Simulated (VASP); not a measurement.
**Rb: single point with LDA**

Crystal: Rb.

```
Rb
1.0
     0.00000    3.27400    3.27400
     3.27400    0.00000    3.27400
     3.27400    3.27400    0.00000
Rb
1
Direct
  0.00000 0.00000 0.00000
```

```json
{
  "Program": "VASP 6.6.1",
  "Task": "single point",
  "Functional": "LDA",
  "Potentials or basis": "VASP PAW LDA potentials, release 64 (Rb_sv)",
  "Cutoff": "500 eV",
  "k mesh": "5 × 5 × 5",
  "Occupations": "fermi-dirac, width 0.1 eV",
  "Spin": "no spin polarisation",
  "Dipole correction": "no",
  "Further INCAR settings": "ALGO = Normal; EDIFF = 1e-06; NBANDS = 10"
}
```

* Pressure: 0.4 GPa

Levels at points of the mesh, in eV from the Fermi level:
```csv
k point,band 1,band 2,band 3,band 4,band 5,band 6,band 7,band 8,band 9,band 10
"(0.00, 0.00, 0.00)",-28.72,-12.78,-12.78,-12.78,-2.38,3.68,3.68,3.68,5.28,5.28
```

Wall time 11 s on 1 thread of Intel Xeon 8259CL, with other jobs on the host, peak memory 0.16 GiB.
